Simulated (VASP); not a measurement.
# Tm2GeF2 (P-6m2) in VASP: single point with PBE

Aim: the single point of Tm2GeF2 with PBE.

All numbers are computed with VASP 6.6.1; they aren't measurements. Logs are shortened: lines on timing, memory, paths and dates and some standing lists are left out, and cuts for length are marked.

### Step 1. The cell of the first run

The structure is hexagonal, space group P-6m2 (No. 187). The conventional cell has a = 4.029 Å, b = 4.029 Å, c = 7.691 Å, α = 90.00°, β = 90.00°, γ = 120.00°. Tm (site symmetry 3m) has 4 F at 2.13 to 2.89 Å within 2.9 Å. Within 3.2 Å of Ge (site symmetry -6m2) lie 3 F at 2.33 Å and 6 Tm at 3.16 Å. F (site symmetry -6m2) has 6 Tm at 2.89 Å within 3.8 Å. F (site symmetry -6m2) has 2 Tm at 2.13 Å and 3 Ge at 2.33 Å within 2.8 Å.

The cell was generated, and may not be a known phase.

### Step 2. Single point, PBE

The input, INCAR:

```
ALGO = Normal ; EDIFF = 1E-6
ENCUT = 600 ; GGA = PE
GGA_COMPAT = False ; ISIF = 2
ISMEAR = 0 ; LASPH = True
LCHARG = False ; LMAXMIX = 6
LREAL = False ; LWAVE = False
NBANDS = 31 ; NELM = 200
PREC = Accurate ; SIGMA = 0.15
```

The input, KPOINTS:

```
k-points
0
Gamma
  3 3 2
```

The input, POSCAR:

```
Tm2GeF2
1.0
    4.0294107100      0.0000000000      0.0000000000
   -2.0147053550      3.4895720372      0.0000000000
    0.0000000000      0.0000000000      7.6912492486
Tm Ge F
2 1 2
Direct
    0.6666666667      0.3333333333      0.2228510744
    0.6666666667      0.3333333333      0.7771489256
    0.0000000000      0.0000000000      0.5000000000
    0.3333333333      0.6666666667      0.0000000000
    0.6666666667      0.3333333333      0.5000000000
```

Potentials or basis: VASP PAW PBE potentials, release 64 (Tm_3, Ge_d, F), 4f in core.

Launch:

```console
$ cat potpaw_PBE.64/Tm_3/POTCAR potpaw_PBE.64/Ge_d/POTCAR potpaw_PBE.64/F/POTCAR > POTCAR
$ mpirun -np 1 vasp_std > vasp.out
```

OUTCAR:

```text
EDIFF = 1E-6
   ENCUT = 600
   GGA = PE
   ISIF = 2
   ISMEAR = 0
   LASPH = True
   LREAL = False
   NELM = 200
   PREC = Accurate

 ion  position               nearest neighbor table
   1  0.667  0.333  0.223-   5 2.13   3 3.16   3 3.16   3 3.16   2 3.43
   2  0.667  0.333  0.777-   5 2.13   3 3.16   3 3.16   3 3.16   1 3.43
   3  0.000  0.000  0.500-   5 2.33   5 2.33   5 2.33   1 3.16   2 3.16   2 3.16   1 3.16   2 3.16
                             1 3.16
   4  0.333  0.667  0.000-
   5  0.667  0.333  0.500-   1 2.13   2 2.13   3 2.33   3 2.33   3 2.33

  LATTYP: Found a hexagonal cell.
 ALAT       =     4.0294107100
 C/A-ratio  =     1.9087776854

  Lattice vectors:

 A1 = (   4.0294107100,   0.0000000000,   0.0000000000)
 A2 = (  -2.0147053550,   3.4895720372,   0.0000000000)
 A3 = (   0.0000000000,   0.0000000000,   7.6912492486)

Analysis of symmetry for initial positions (statically):
=====================================================================
 Subroutine PRICEL returns:
 Original cell was already a primitive cell.

 Routine SETGRP: Setting up the symmetry group for a
 hexagonal supercell.

 Subroutine GETGRP returns: Found 12 space group operations
 (whereof 12 operations were pure point group operations)
 out of a pool of 24 trial point group operations.

The static configuration has the point symmetry D_3h.

Analysis of symmetry for dynamics (positions and initial velocities):
=====================================================================
 Subroutine PRICEL returns:
 Original cell was already a primitive cell.

 Routine SETGRP: Setting up the symmetry group for a
 hexagonal supercell.

 Subroutine GETGRP returns: Found 12 space group operations
 (whereof 12 operations were pure point group operations)
 out of a pool of 24 trial point group operations.

The dynamic configuration has the point symmetry D_3h.

 Subroutine INISYM returns: Found 12 space group operations
 (whereof 12 operations are pure point group operations),
 and found     1 'primitive' translations

----------------------------------------------------------------------------------------

                                     Primitive cell

  volume of cell :     108.1460

  direct lattice vectors                    reciprocal lattice vectors
     4.029410710  0.000000000  0.000000000     0.248175247  0.143284046  0.000000000
    -2.014705355  3.489572037  0.000000000     0.000000000  0.286568092  0.000000000
     0.000000000  0.000000000  7.691249249     0.000000000  0.000000000  0.130017890

  length of vectors
     4.029410710  4.029410710  7.691249249     0.286568092  0.286568092  0.130017890

  position of ions in fractional coordinates (direct lattice)
     0.666666667  0.333333333  0.222851074
     0.666666667  0.333333333  0.777148926
     0.000000000  0.000000000  0.500000000
     0.333333333  0.666666667  0.000000000
     0.666666667  0.333333333  0.500000000

  ion indices of the primitive-cell ions
   primitive index   ion index
                 1           1
                 2           2
                 3           3
                 4           4
                 5           5

----------------------------------------------------------------------------------------

 KPOINTS: k-points

Automatic generation of k-mesh.
 Grid dimensions read from file:
 generate k-points for:    3    3    2

 Generating k-lattice:

  Cartesian coordinates                     Fractional coordinates (reciprocal lattice)
     0.082725082  0.047761349  0.000000000     0.333333333  0.000000000  0.000000000
     0.000000000  0.095522697  0.000000000     0.000000000  0.333333333  0.000000000
     0.000000000  0.000000000  0.065008945     0.000000000  0.000000000  0.500000000

  Length of vectors
     0.095522697  0.095522697  0.065008945

  Shift w.r.t. Gamma in fractional coordinates (k-lattice)
     0.000000000  0.000000000  0.000000000

 Subroutine IBZKPT returns following result:
 ===========================================

 Found      6 irreducible k-points:

 Following reciprocal coordinates:
            Coordinates               Weight
  0.000000  0.000000  0.000000      1.000000
  0.333333 -0.000000  0.000000      6.000000
  0.333333  0.333333  0.000000      2.000000
  0.000000  0.000000  0.500000      1.000000
  0.333333 -0.000000  0.500000      6.000000
  0.333333  0.333333  0.500000      2.000000
   k-points           NKPTS =      6   k-points in BZ     NKDIM =      6   number of bands    NBANDS=     31
   number of dos      NEDOS =    301   number of ions     NIONS =      5
   total plane-waves  NPLWV =  65536
   dimension x,y,z NGX =    32 NGY =   32 NGZ =   64
   dimension x,y,z NGXF=    64 NGYF=   64 NGZF=  128
   ions per type =               2   1   2
   NGX,Y,Z   is equivalent  to a cutoff of  13.20, 13.20, 13.83 a.u.
   NGXF,Y,Z  is equivalent  to a cutoff of  26.41, 26.41, 27.67 a.u.
 SYSTEM =  unknown system
   PREC   = accura    normal or accurate (medium, high low for compatibility)
   ISTART =      0    job   : 0-new  1-cont  2-samecut
   ICHARG =      2    charge: 1-file 2-atom 10-const
   ISPIN  =      1    spin polarized calculation?
   LNONCOLLINEAR =      F non collinear calculations
   LSORBIT =      F    spin-orbit coupling
   LASPH  =      T    aspherical Exc in radial PAW
   ENCUT  =  600.0 eV  44.10 Ry    6.64 a.u.   8.05  8.05 15.36*2*pi/ulx,y,z
   NELM   =    200;   NELMIN=  2; NELMDL= -5     # of ELM steps
   EDIFF  = 0.1E-05   stopping-criterion for ELM
   LREAL  =      F    real-space projection
[... 7 lines left out ...]
   TEBEG  =    0.0;   TEEND  =   0.0 temperature during run
   PSTRESS=    0.0 pullay stress
   NELECT =      46.0000    total number of electrons
   NUPDOWN=      -1.0000    fix difference up-down
   EMIN   =  10.00;   EMAX   =-10.00  energy-range for DOS
   EFERMI =   0.00;   METHOD = LEGACY
   ISMEAR =     0;   SIGMA  =   0.15  broadening in eV -4-tet -1-fermi 0-gaus
   EFERMI_NEDOS =   21; number of points for ismear=-14 and -15
   IALGO  =     38    algorithm
   IMIX   =      4    mixing-type and parameters
     AMIX     =   0.40;   BMIX     =  1.00
     AMIX_MAG =   1.60;   BMIX_MAG =  1.00
  volume/ion in A,a.u.               =      21.63       145.96
  Fermi-wavevector in a.u.,A,eV,Ry     =   1.231187  2.326605 20.623992  1.515821
  Thomas-Fermi vector in A             =   2.366006
   LORBIT       =      0    0 simple, 1 ext, 2 COOP (PROOUT), +10 PAW based schemes
   GGA     = PE    functional components
   LHFCALC =     F    Hartree Fock is set to
   AEXX    =    0.0000 exact exchange contribution
   IVDW    =     0    specifies the selected vdW correction
   LEPSILON=     F    determine dielectric tensor
   LRPA    =     F    only Hartree local field effects (RPA)
 non-spin polarized calculation
 Gauss-broadening in eV      SIGMA  =   0.15
  energy-cutoff  :      600.00
  volume of cell :      108.15
 maximum number of plane-waves:      3624
   NGX = 17   NGY = 17   NGZ = 31

 number of electron      46.0000002 magnetization

 Free energy of the ion-electron system (eV)
  ---------------------------------------------------
  ext. energy  EPLUGINS =         0.00000000
  ---------------------------------------------------
  free energy    TOTEN  =       -23.11480146 eV

  energy without entropy =      -23.09293015  energy(sigma->0) =      -23.10386581

 E-fermi :   3.8120     XC(G=0):  -9.6537

 val. band max:        3.5839657729   @ k =   0.0000   0.0000   0.5000
 cond. band min:       3.8744573961   @ k =   0.0000   0.0000   0.0000
 fundamental gap:      0.2904916232
 Fermi energy:         3.8119521959

 k-point     1 :       0.0000    0.0000    0.0000
  band No.  band energies     occupation
      1     -24.7455      2.00000
      2     -23.4556      2.00000
      3     -23.2930      2.00000
      4     -23.2930      2.00000
      5     -23.2729      2.00000
      6     -23.2729      2.00000
[... 23 lines left out ...]
     30       6.4809      0.00000
     31       6.4810      0.00000

 k-point     2 :       0.3333   -0.0000    0.0000
  band No.  band energies     occupation
      1     -24.7233      2.00000
      2     -23.4492      2.00000
      3     -23.3782      2.00000
      4     -23.3381      2.00000
      5     -23.3097      2.00000
      6     -23.2896      2.00000
[... 23 lines left out ...]
     30       6.2340      0.00000
     31       6.5214      0.00000

 k-point     3 :       0.3333    0.3333    0.0000
  band No.  band energies     occupation
      1     -24.7122      2.00000
      2     -23.4460      2.00000
      3     -23.3801      2.00000
      4     -23.3582      2.00000
      5     -23.3351      2.00000
      6     -23.3334      2.00000
[... 23 lines left out ...]
     30       6.4036      0.00000
     31       6.5345      0.00000

 k-point     4 :       0.0000    0.0000    0.5000
  band No.  band energies     occupation
      1     -24.6648      2.00000
      2     -23.6426      2.00000
      3     -23.2891      2.00000
      4     -23.2891      2.00000
      5     -23.2768      2.00000
      6     -23.2768      2.00000
[... 23 lines left out ...]
     30       6.4150      0.00000
     31       6.8339      0.00000

 k-point     5 :       0.3333   -0.0000    0.5000
  band No.  band energies     occupation
      1     -24.6480      2.00000
      2     -23.6189      2.00000
      3     -23.3723      2.00000
      4     -23.3433      2.00000
      5     -23.3066      2.00000
      6     -23.2927      2.00000
[... 23 lines left out ...]
     30       6.4062      0.00000
     31       6.7143      0.00000

 k-point     6 :       0.3333    0.3333    0.5000
  band No.  band energies     occupation
      1     -24.6396      2.00000
      2     -23.6063      2.00000
      3     -23.3775      2.00000
      4     -23.3523      2.00000
      5     -23.3394      2.00000
      6     -23.3377      2.00000
[... 23 lines left out ...]
     30       6.3418      0.00000
     31       7.0869      0.00000

------------------------ aborting loop because EDIFF is reached ----------------------------------------

  FORCE on cell =-STRESS in cart. coord.  units (eV):
  Direction    XX          YY          ZZ          XY          YZ          ZX
  --------------------------------------------------------------------------------------
  -------------------------------------------------------------------------------------
  Total        0.0306370      0.0306370      0.9827286      0.0000000      0.0000000      0.0000000
  in kB        0.4538853      0.4538853     14.5590683      0.0000000      0.0000000      0.0000000
  external PRESSURE =       5.1556130 kB  Pullay stress =       0.0000000 kB

 VOLUME and BASIS-vectors are now :
 -----------------------------------------------------------------------------
  energy-cutoff  :      600.00
  volume of cell :      108.15
      direct lattice vectors                 reciprocal lattice vectors
     4.029410710  0.000000000  0.000000000     0.248175247  0.143284046  0.000000000
    -2.014705355  3.489572037  0.000000000     0.000000000  0.286568092  0.000000000
     0.000000000  0.000000000  7.691249249     0.000000000  0.000000000  0.130017890

 POSITION                                       TOTAL-FORCE (eV/Angst)
 -----------------------------------------------------------------------------------
      2.01471      1.16319      1.71400         0.000000      0.000000     -0.189802
      2.01471      1.16319      5.97725         0.000000      0.000000      0.189802
      0.00000      0.00000      3.84562         0.000000      0.000000      0.000000
     -0.00000      2.32638      0.00000        -0.000000      0.000000      0.000000
      2.01471      1.16319      3.84562        -0.000000      0.000000      0.000000
 -----------------------------------------------------------------------------------
    total drift:                               -0.000001      0.000001      0.000000

  FREE ENERGIE OF THE ION-ELECTRON SYSTEM (eV)
  ---------------------------------------------------
  free  energy   TOTEN  =       -23.1148014634 eV

  energy  without entropy=      -23.0929301509  energy(sigma->0) =      -23.10386581
```

Run time: 19 s. Hardware: 1 thread of Intel Xeon 6975P-C (Granite Rapids), shared host; peak memory 0.24 GiB.

What came out:

| Property | Result |
| --- | --- |
| Free energy | -23.1148 eV |
| Pressure | 0.5 GPa |
| Largest force | 0.190 eV/Å |
| Band gap on the k mesh | 0.03 eV (least direct gap 0.12 eV) |

Forces on the atoms (eV/Å):
```
Tm   0.000  0.000 -0.190
Tm   0.000  0.000  0.190
Ge   0.000  0.000  0.000
F    0.000  0.000  0.000
F    0.000  0.000  0.000
```

Stress tensor (GPa, compression positive):
```
0.05 0.00 0.00
0.00 0.05 0.00
0.00 0.00 1.46
```

Caveat: the k points lie up to 0.60 Å⁻¹ apart; the smearing spreads over this small gap; semilocal functionals underestimate gaps, and a narrow one can read as zero; spin-orbit coupling is left out, which moves the levels of the heavy elements; the 4f electrons are frozen in the core, so they carry no moment and show no levels. Spin polarisation is off, so any magnetic state and its effect on volume and gap are missing.

The gap in the log of VASP goes by the Fermi energy; the results here count the filled bands.